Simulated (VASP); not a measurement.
# Zr12H (a cell with a defect) in VASP: further runs

Zr12H (a cell with a defect) is run at these levels: PBE; tasks: single point.

Everything below comes from runs of VASP 6.6.1. Logs are shortened: lines on timing, memory, paths and dates and some standing lists are left out, and cuts for length are marked.

### Step 1. The cell of the first run

The cell holds a defect, 13 atoms: a = 6.460 Å, b = 9.690 Å, c = 5.145 Å, α = 90.00°, β = 90.00°, γ = 120.00°.

### Step 2. Single point, PBE

Contents of INCAR:

```
PREC     = Accurate       # precision mode
ENCUT    = 520            # plane-wave cutoff, eV
EDIFF    = 1E-6           # SCF threshold, eV
ISMEAR   = -1             # smearing method
SIGMA    = 0.1            # smearing width, eV
LREAL    = False          # projectors in reciprocal space
LASPH    = True           # aspherical terms in the spheres
NELM     = 100            # most SCF steps
ALGO     = Normal         # electronic algorithm
ISIF     = 2              # what is computed and relaxed
LWAVE    = False          # write WAVECAR
LCHARG   = True           # write CHGCAR
GGA      = PE             # functional
LELF     = True           # ELF
LVHAR    = True         
NBANDS   = 84             # bands
```

Contents of KPOINTS:

```
regular mesh
0
Gamma
  3 2 3
```

Contents of POSCAR:

```
Zr12H
1.0
    6.4600000000      0.0000000000      0.0000000000
   -4.8450000000      8.3917860000      0.0000000000
    0.0000000000      0.0000000000      5.1453900000
Zr H
12 1
Direct
    0.0019961507     -0.0389070932      0.0266452106
    0.1771427495      0.2917734079      0.5395509378
   -0.0066876132      0.3245197149      0.0260815993
    0.1711449258      0.5696999423      0.5166372228
    0.0315238362      0.6870885411      0.0263536875
    0.1903657081      0.9390015427      0.5294448040
    0.5150040929      0.0105936925     -0.0244490699
    0.6872489549      0.2417602165      0.5201354999
    0.5000271894      0.3096956953      0.0032456238
    0.7043554039      0.5796978140      0.4825678909
    0.4770423083      0.6064382481     -0.0245462443
    0.6333868312      0.9028233084      0.5370438392
    0.8257462742      0.7697050425      0.2510208167
```

Potentials or basis: VASP PAW PBE potentials, release 64 (Zr_sv, H).

Launch:

```bash
> cat potpaw_PBE.64/Zr_sv/POTCAR potpaw_PBE.64/H/POTCAR > POTCAR
> mpirun -np 1 vasp_std > vasp.out
```

OUTCAR:

```text
PREC = Accurate
   ENCUT = 520
   EDIFF = 1E-6
   ISMEAR = -1
   LREAL = False
   LASPH = True
   NELM = 100
   ISIF = 2
   GGA = PE

 ion  position               nearest neighbor table
   1  0.002  0.961  0.027-  13 1.99   5 2.76   6 2.89   6 2.91   7 3.11   9 3.30  12 3.32  12 3.40
                             7 3.42  11 3.42   3 3.55   2 3.77   2 3.86
   2  0.177  0.292  0.540-   4 2.72   3 2.86   8 2.95   3 2.98   9 3.12  10 3.16   9 3.41   6 3.46
                            11 3.49   8 3.56  12 3.65   1 3.77   1 3.86
   3  0.993  0.325  0.026-   2 2.86  11 2.96   2 2.98   8 3.07   7 3.08   9 3.12   8 3.12   4 3.26
                             4 3.33   9 3.35   5 3.40   1 3.55
   4  0.171  0.570  0.517-   2 2.72  11 2.98  10 3.07   5 3.08  12 3.12   8 3.15   5 3.16   3 3.26
                            11 3.33   3 3.33  10 3.40   6 3.52
   5  0.032  0.687  0.026-  13 2.19   1 2.76  10 2.98   4 3.08   7 3.14   4 3.16  11 3.27   6 3.32
                            10 3.34   6 3.35  11 3.35   3 3.40   9 3.55
   6  0.190  0.939  0.529-   1 2.89   1 2.91   7 2.95  12 3.05   8 3.08   5 3.32  10 3.33   5 3.35
                             7 3.40  12 3.44   2 3.46   4 3.52
   7  0.515  0.011  0.976-  12 2.75   6 2.95   9 2.95   8 3.04   3 3.08   1 3.11   5 3.14  12 3.29
                             6 3.40   8 3.41   1 3.42  11 3.80
   8  0.687  0.242  0.520-   2 2.95   9 2.98   7 3.04   3 3.07   6 3.08   3 3.12   9 3.13  12 3.13
                             4 3.15  10 3.23   7 3.41   2 3.56
   9  0.500  0.310  0.003-   7 2.95  11 2.96   8 2.98   2 3.12   3 3.12   8 3.13   1 3.30  10 3.35
                             3 3.35   2 3.41  10 3.51   5 3.55
  10  0.704  0.580  0.483-  13 2.00   5 2.98  11 3.01  11 3.07   4 3.07   2 3.16   8 3.23   6 3.33
                             5 3.34   9 3.35  12 3.40   4 3.40   9 3.51
  11  0.477  0.606  0.975-   9 2.96   3 2.96   4 2.98  10 3.01  10 3.07   5 3.27   4 3.33   5 3.35
                            12 3.38   1 3.42   2 3.49   7 3.80  12 3.84
  12  0.633  0.903  0.537-   7 2.75   6 3.05   4 3.12   8 3.13   7 3.29   1 3.32  11 3.38  10 3.40
                             1 3.40   6 3.44   2 3.65  11 3.84
  13  0.826  0.770  0.251-   1 1.99  10 2.00   5 2.19

  LATTYP: Found a simple monoclinic cell.
 ALAT       =     6.4600000000
 B/A-ratio  =     0.7965000000
 C/A-ratio  =     1.3228756308
 COS(beta)  =    -0.1889822400

  Lattice vectors:

 A1 = (   6.4600000000,   0.0000000000,   0.0000000000)
 A2 = (   0.0000000000,   0.0000000000,   5.1453900000)
 A3 = (  -1.6150000000,  -8.3917860000,   0.0000000000)

Analysis of symmetry for initial positions (statically):
=====================================================================
 Subroutine PRICEL returns:
 Original cell was already a primitive cell.

 Routine SETGRP: Setting up the symmetry group for a
 simple monoclinic supercell.

 Subroutine GETGRP returns: Found  1 space group operations
 (whereof  1 operations were pure point group operations)
[... 162 lines left out ...]
     AMIX_MAG =   1.60;   BMIX_MAG =  1.00
  volume/ion in A,a.u.               =      21.46       144.80
  Fermi-wavevector in a.u.,A,eV,Ry     =   1.316323  2.487490 23.574895  1.732706
  Thomas-Fermi vector in A             =   2.446443
   LORBIT       =      0    0 simple, 1 ext, 2 COOP (PROOUT), +10 PAW based schemes
   GGA     = PE    functional components
   LHFCALC =     F    Hartree Fock is set to
   AEXX    =    0.0000 exact exchange contribution
   IVDW    =     0    specifies the selected vdW correction
   LEPSILON=     F    determine dielectric tensor
   LRPA    =     F    only Hartree local field effects (RPA)
 non-spin polarized calculation
  energy-cutoff  :      520.00
  volume of cell :      278.94
 maximum number of plane-waves:      7545
   NGX = 25   NGY = 37   NGZ = 19

 number of electron     145.0000000 magnetization

 Free energy of the ion-electron system (eV)
  ---------------------------------------------------
  ext. energy  EPLUGINS =         0.00000000
  ---------------------------------------------------
  free energy    TOTEN  =      -104.08188238 eV

  energy without entropy =     -103.55919900  energy(sigma->0) =     -103.82054069

 E-fermi :   8.8654     XC(G=0): -11.0879

 val. band max:        8.8463831805   @ k =   0.0000   0.5000   0.0000
 cond. band min:       8.8703924849   @ k =   0.3333   0.0000   0.3333
 fundamental gap:      0.0240093044
 Fermi energy:         8.8653684954

 k-point     1 :       0.0000    0.0000    0.0000
  band No.  band energies     occupation
      1     -39.8850      2.00000
      2     -39.7787      2.00000
      3     -39.7061      2.00000
      4     -39.6772      2.00000
      5     -39.6275      2.00000
      6     -39.6048      2.00000
[... 859 lines left out ...]
     83       9.9530      0.00004
     84      10.0464      0.00001

------------------------ aborting loop because EDIFF is reached ----------------------------------------

  FORCE on cell =-STRESS in cart. coord.  units (eV):
  Direction    XX          YY          ZZ          XY          YZ          ZX
  --------------------------------------------------------------------------------------
  -------------------------------------------------------------------------------------
  Total        8.8875165      1.0999118      6.3759770     -3.4625651     -1.1855616     -0.4937205
  in kB       51.0488294      6.3177613     36.6228477    -19.8885590     -6.8097235     -2.8358713
  external PRESSURE =      31.3298128 kB  Pullay stress =       0.0000000 kB

 VOLUME and BASIS-vectors are now :
 -----------------------------------------------------------------------------
  energy-cutoff  :      520.00
  volume of cell :      278.94
      direct lattice vectors                 reciprocal lattice vectors
     6.460000000  0.000000000  0.000000000     0.154798762  0.089373108  0.000000000
    -4.845000000  8.391786000  0.000000000     0.000000000  0.119164145  0.000000000
     0.000000000  0.000000000  5.145390000     0.000000000  0.000000000  0.194348728

 POSITION                                       TOTAL-FORCE (eV/Angst)
 -----------------------------------------------------------------------------------
     -4.64360      8.06529      0.13710        -1.591037      1.441222     -0.187410
     -0.26930      2.44850      2.77620         1.698583     -1.492626     -0.160953
      4.84450      2.72330      0.13420        -0.277588      0.049065      0.098071
     -1.65460      4.78080      2.65830        -0.506484      0.777147     -0.071773
     -3.12530      5.76590      0.13560         1.089529     -1.069825     -0.416001
     -3.31970      7.87990      2.72420        -0.219140     -0.309334     -0.599011
      3.27560      0.08890      5.01959         0.132226     -0.908329      1.830265
      3.26830      2.02880      2.67630        -0.616718      0.280311     -0.638085
      1.72970      2.59890      0.01670        -0.256357      0.379338      0.195812
      1.74150      4.86470      2.48300        -0.543537     -0.120778      0.768105
      0.14350      5.08910      5.01909        -0.109829      1.057250      0.317248
     -0.28250      7.57630      2.76330         1.261789     -0.068920     -1.059118
      1.60510      6.45920      1.29160        -0.061435     -0.014522     -0.077150
 -----------------------------------------------------------------------------------
    total drift:                                0.000218     -0.000117      0.000026

  FREE ENERGIE OF THE ION-ELECTRON SYSTEM (eV)
  ---------------------------------------------------
  free  energy   TOTEN  =      -104.0818823787 eV

  energy  without entropy=     -103.5591989950  energy(sigma->0) =     -103.82054069
```

OSZICAR:

```text
N       E                     dE             d eps       ncg     rms          rms(c)
DAV:   1     0.167646369239E+04    0.16765E+04   -0.75864E+04  1680   0.172E+03
DAV:   2     0.553896524000E+02   -0.16211E+04   -0.15876E+04  1872   0.531E+02
DAV:   3    -0.889708134051E+02   -0.14436E+03   -0.13905E+03  2696   0.111E+02
DAV:   4    -0.107332395758E+03   -0.18362E+02   -0.17953E+02  2528   0.348E+01
DAV:   5    -0.108956735677E+03   -0.16243E+01   -0.16118E+01  2384   0.831E+00    0.394E+01
DAV:   6    -0.104943627716E+03    0.40131E+01   -0.12275E+01  2152   0.141E+01    0.161E+01
DAV:   7    -0.105602116333E+03   -0.65849E+00   -0.16144E+01  2328   0.138E+01    0.662E+00
DAV:   8    -0.104078885157E+03    0.15232E+01   -0.69935E+00  2208   0.855E+00    0.287E+00
DAV:   9    -0.104062372448E+03    0.16513E-01   -0.10786E+00  2256   0.352E+00    0.223E+00
DAV:  10    -0.104079199535E+03   -0.16827E-01   -0.15193E-01  2216   0.174E+00    0.111E+00
DAV:  11    -0.104086259849E+03   -0.70603E-02   -0.10204E-01  2264   0.160E+00    0.420E-01
DAV:  12    -0.104081909499E+03    0.43503E-02   -0.26019E-02  2176   0.788E-01    0.122E-01
DAV:  13    -0.104081882422E+03    0.27077E-04   -0.31257E-03  2232   0.244E-01    0.761E-02
DAV:  14    -0.104081882741E+03   -0.31877E-06   -0.61518E-04  2248   0.110E-01    0.407E-02
DAV:  15    -0.104081876654E+03    0.60873E-05   -0.15479E-04  2296   0.594E-02    0.231E-02
DAV:  16    -0.104081885533E+03   -0.88794E-05   -0.42135E-05  2312   0.302E-02    0.111E-02
DAV:  17    -0.104081883298E+03    0.22351E-05   -0.10763E-05  1808   0.156E-02    0.514E-03
DAV:  18    -0.104081882379E+03    0.91945E-06   -0.20276E-06  1264   0.674E-03
   1 F= -.10408188E+03 E0= -.10382054E+03  d E =-.522683E+00
```

stdout:

```text
POSCAR found type information on POSCAR ZrH
 POSCAR found :  2 types and      13 ions
 scaLAPACK will be used
 LDA part: xc-table for (Slater+PW92), standard interpolation
 -----------------------------------------------------------------------------
|                                                                             |
|           W    W    AA    RRRRR   N    N  II  N    N   GGGG   !!!           |
|           W    W   A  A   R    R  NN   N  II  NN   N  G    G  !!!           |
|           W    W  A    A  R    R  N N  N  II  N N  N  G       !!!           |
|           W WW W  AAAAAA  RRRRR   N  N N  II  N  N N  G  GGG   !            |
|           WW  WW  A    A  R   R   N   NN  II  N   NN  G    G                |
|           W    W  A    A  R    R  N    N  II  N    N   GGGG   !!!           |
|                                                                             |
|     Your reciprocal lattice and k-lattice belong to different lattice       |
|     classes:                                                                |
|                                                                             |
|        The reciprocal lattice is simple monoclinic,                         |
|        whereas your k-lattice is hexagonal.                                 |
|                                                                             |
|     Results are often still useful ...                                      |
|                                                                             |
 -----------------------------------------------------------------------------

 POSCAR, INCAR and KPOINTS ok, starting setup
 FFT: planning ... GRIDC
 FFT: planning ... GRID_SOFT
 FFT: planning ... GRID
 WAVECAR not read
 entering main loop
```

Run time: 15 min. Hardware: 1 thread of AMD EPYC 7R43 (Zen 3), shared host; peak memory 0.37 GiB.

What came out:

```
Free energy            : -104.0819 eV
Pressure               : 3.1 GPa
Largest force          : 2.267 eV/Å
Band gap on the k mesh : zero (an odd number of electrons rules out a gap without spin polarisation)
```

Forces in eV/Å, atoms in the order of the input:
```
Zr  -1.591  1.441 -0.187
Zr   1.699 -1.493 -0.161
Zr  -0.278  0.049  0.098
Zr  -0.506  0.777 -0.072
Zr   1.090 -1.070 -0.416
Zr  -0.219 -0.309 -0.599
Zr   0.132 -0.908  1.830
Zr  -0.617  0.280 -0.638
Zr  -0.256  0.379  0.196
Zr  -0.544 -0.121  0.768
Zr  -0.110  1.057  0.317
Zr   1.262 -0.069 -1.059
H   -0.061 -0.015 -0.077
```

Stress tensor (GPa, compression positive):
```
 5.10 -1.99 -0.28
-1.99  0.63 -0.68
-0.28 -0.68  3.66
```

Caveat: the k points lie up to 0.41 Å⁻¹ apart, too coarse for converged energies and pressures of a metal; the atoms stand as in a frame of molecular dynamics.

### Step 3. Single point, PBE

Contents of INCAR:

```
PREC = Accurate ; ENCUT = 520
EDIFF = 1E-7 ; ISMEAR = -1
SIGMA = 0.1 ; LREAL = False
LASPH = True ; NELM = 80
ALGO = Normal ; ISIF = 2
LWAVE = False ; LCHARG = False
GGA = PE ; NBANDS = 84
```

KPOINTS is that of step 2.

Contents of POSCAR:

```
Zr12H
1.0
    6.4600000000      0.0000000000      0.0000000000
   -4.8450000000      8.3917860000      0.0000000000
    0.0000000000      0.0000000000      5.1453900000
Zr H
12 1
Direct
   -0.0061898854     -0.0402655644      0.0368290839
    0.1984191524      0.3205753817      0.5304554174
   -0.0263481337      0.3215048620      0.0173359065
    0.1941600788      0.5839162247      0.5127696832
    0.0374398166      0.6779486512      0.0083569953
    0.1358659015      0.8962216148      0.5457312274
    0.5026449406      0.0069115204     -0.0226610616
    0.6859415834      0.2247435766      0.5482771957
    0.4709615355      0.2928816345      0.0442920750
    0.7116170806      0.5761705554      0.4518802268
    0.4845111120      0.5985019160      0.0396471404
    0.6152746298      0.8961143671      0.5151213028
    0.7892723358      0.7497212155      0.2252696103
```

Potentials or basis: VASP PAW PBE potentials, release 64 (Zr_sv, H).

Launch:

```bash
> cat potpaw_PBE.64/Zr_sv/POTCAR potpaw_PBE.64/H/POTCAR > POTCAR
> mpirun -np 1 vasp_std > vasp.out
```

OUTCAR:

```text
PREC = Accurate
   ENCUT = 520
   EDIFF = 1E-7
   ISMEAR = -1
   LREAL = False
   LASPH = True
   NELM = 80
   ISIF = 2
   GGA = PE

 ion  position               nearest neighbor table
   1  0.994  0.960  0.037-  13 2.03   6 2.86   5 2.89   6 2.94   7 3.10   9 3.16  12 3.30  11 3.40
                             7 3.44  12 3.47   3 3.57  10 3.86
   2  0.198  0.321  0.530-   4 2.57   3 2.90   8 2.96  10 3.01   3 3.02   9 3.15   9 3.26  11 3.47
                            11 3.54   8 3.70
   3  0.974  0.322  0.017-   2 2.90   8 2.90   2 3.02  11 3.04   7 3.05   9 3.12   8 3.17   5 3.27
                             9 3.36   4 3.37   4 3.41   1 3.57
[... 1121 lines left out ...]
  volume of cell :      278.94
      direct lattice vectors                 reciprocal lattice vectors
     6.460000000  0.000000000  0.000000000     0.154798762  0.089373108  0.000000000
    -4.845000000  8.391786000  0.000000000     0.000000000  0.119164145  0.000000000
     0.000000000  0.000000000  5.145390000     0.000000000  0.000000000  0.194348728

 POSITION                                       TOTAL-FORCE (eV/Angst)
 -----------------------------------------------------------------------------------
      1.77010      8.05389      0.18950        -1.432163      0.744518      0.186002
     -0.27140      2.69020      2.72940         1.973223     -2.184303     -0.194368
      4.73210      2.69800      0.08920        -0.002767      0.316481      0.838803
     -1.57480      4.90010      2.63840        -0.966543      0.258526      0.257847
     -3.04280      5.68920      0.04300         0.925886     -0.840081     -0.105156
     -3.46450      7.52090      2.80800         0.350243      1.294358     -0.861457
      3.21360      0.05800      5.02879         0.192901     -1.425192      1.783633
      3.34230      1.88600      2.82110        -1.451526      0.881102     -1.481083
      1.62340      2.45780      0.22790        -0.030237      0.330519      0.008202
      1.80550      4.83510      2.32510         0.426298     -0.938045      2.707244
      0.23020      5.02250      0.20400        -1.433274      0.789966     -2.246016
     -0.36700      7.52000      2.65050         1.272415     -0.014955     -0.548290
      1.46630      6.29150      1.15910         0.175543      0.787104     -0.345361
 -----------------------------------------------------------------------------------
    total drift:                               -0.000080     -0.000064     -0.000050

  FREE ENERGIE OF THE ION-ELECTRON SYSTEM (eV)
  ---------------------------------------------------
  free  energy   TOTEN  =      -102.6776748893 eV

  energy  without entropy=     -102.1542352760  energy(sigma->0) =     -102.41595508
```

stdout:

```text
POSCAR found type information on POSCAR ZrH
 POSCAR found :  2 types and      13 ions
 scaLAPACK will be used
 LDA part: xc-table for (Slater+PW92), standard interpolation
 -----------------------------------------------------------------------------
|                                                                             |
|           W    W    AA    RRRRR   N    N  II  N    N   GGGG   !!!           |
|           W    W   A  A   R    R  NN   N  II  NN   N  G    G  !!!           |
|           W    W  A    A  R    R  N N  N  II  N N  N  G       !!!           |
|           W WW W  AAAAAA  RRRRR   N  N N  II  N  N N  G  GGG   !            |
|           WW  WW  A    A  R   R   N   NN  II  N   NN  G    G                |
|           W    W  A    A  R    R  N    N  II  N    N   GGGG   !!!           |
|                                                                             |
|     Your reciprocal lattice and k-lattice belong to different lattice       |
|     classes:                                                                |
|                                                                             |
|        The reciprocal lattice is simple monoclinic,                         |
|        whereas your k-lattice is hexagonal.                                 |
|                                                                             |
|     Results are often still useful ...                                      |
|                                                                             |
 -----------------------------------------------------------------------------

 POSCAR, INCAR and KPOINTS ok, starting setup
 FFT: planning ... GRIDC
 FFT: planning ... GRID_SOFT
 FFT: planning ... GRID
 WAVECAR not read
 entering main loop
```

Wall time 15 min (1 thread of AMD EPYC 7R43 (Zen 3), shared host); peak memory 0.37 GiB.

What came out:

```yaml
Free_energy: -102.6777 eV
Pressure: 4.9 GPa
Largest_force: 2.950 eV/Å
Band_gap_on_the_k_mesh: zero (an odd number of electrons rules out a gap without spin polarisation)
```

Forces on the atoms (eV/Å):
```
Zr  -1.432  0.745  0.186
Zr   1.973 -2.184 -0.194
Zr  -0.003  0.316  0.839
Zr  -0.967  0.259  0.258
Zr   0.926 -0.840 -0.105
Zr   0.350  1.294 -0.861
Zr   0.193 -1.425  1.784
Zr  -1.452  0.881 -1.481
Zr  -0.030  0.331  0.008
Zr   0.426 -0.938  2.707
Zr  -1.433  0.790 -2.246
Zr   1.272 -0.015 -0.548
H    0.176  0.787 -0.345
```

Stress tensor (GPa, compression positive):
```
 6.28 -1.04  0.63
-1.04  2.79 -0.98
 0.63 -0.98  5.75
```

Caveat: the k points lie up to 0.41 Å⁻¹ apart, too coarse for converged energies and pressures of a metal; the atoms stand as in a frame of molecular dynamics.

[end of part 1 of 2]
